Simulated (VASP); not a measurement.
Set up this calculation in VASP 6.6.1, as the native input.

| Quantity | Value |
| --- | --- |
| Task | single point |
| Functional | r2SCAN |
| Potentials or basis | VASP PAW PBE potentials, release 64 (Pt) |
| Cutoff | 520 eV |
| k mesh | 15 × 15 × 8 |
| Occupations | fermi-dirac, width 0.05 eV |
| Spin | collinear spin |
| Starting moments | [1.0, 1.0] μB |
| Dipole correction | no |
| Further INCAR settings | ALGO = Normal; EDIFF = 1e-07; NBANDS = 21 |

Pt:

```
Pt
1.0
     2.73333    0.00000    0.00000
    -1.36667    2.36714    0.00000
     0.00000    0.00000    4.76342
Pt
2
Direct
  0.33333 0.66667 0.25000
  0.66667 0.33333 0.75000
```

This isn't the form of Pt at room conditions, which is fcc.

These files were run (other wordings do the same):

POSCAR

```
Pt
1.0
    2.7333343951      0.0000000000      0.0000000000
   -1.3666671976      2.3671370232      0.0000000000
    0.0000000000      0.0000000000      4.7634219175
Pt
2
Direct
    0.3333333333      0.6666666667      0.2500000000
    0.6666666667      0.3333333333      0.7500000000
```

INCAR.step1

```
PREC = Accurate
ENCUT = 520
ISMEAR = -1
SIGMA = 0.05
LREAL = False
LASPH = True
NELM = 150
ISPIN = 2
MAGMOM = 1 1
LMAXMIX = 4
NBANDS = 21
GGA = PE
ALGO = Normal
EDIFF = 1E-4
LWAVE = True
LCHARG = False
```

INCAR.step2

```
PREC = Accurate
ENCUT = 520
EDIFF = 1E-7
ISMEAR = -1
SIGMA = 0.05
LREAL = False
LASPH = True
NELM = 150
ALGO = Normal
ISIF = 2
LWAVE = False
LCHARG = False
ISPIN = 2
MAGMOM = 1 1
LORBIT = 11
LMAXMIX = 4
METAGGA = R2SCAN
LMIXTAU = True
NBANDS = 21
ISTART = 1
```

KPOINTS

```
Automatic mesh
0
Gamma
  15 15 8
```

Potentials or basis: VASP PAW PBE potentials, release 64 (Pt).

Command:

```console
$ cat potpaw_PBE.64/Pt/POTCAR > POTCAR
$ cp INCAR.step1 INCAR
$ mpirun -np 1 vasp_std > vasp.out
$ cp INCAR.step2 INCAR
$ mpirun -np 1 vasp_std > vasp.out
```

Results of the run:

```json
{"Pressure": "0.8 GPa", "Band gap on the k mesh": "zero (filled and empty bands overlap)", "Net moment": "0.00 μB per cell", "Valence electrons inside the program's atomic spheres": "Pt 9.26"}
```

Caveat: the PAW data sets were made with another functional, which shifts forces and pressure a little; spin-orbit coupling is left out, which moves the levels of the heavy elements.

Run time: 5.7 min on 1 thread of Intel(R) Xeon(R) Platinum 8488C (Sapphire Rapids), with other jobs on the host, peak memory 0.25 GiB.
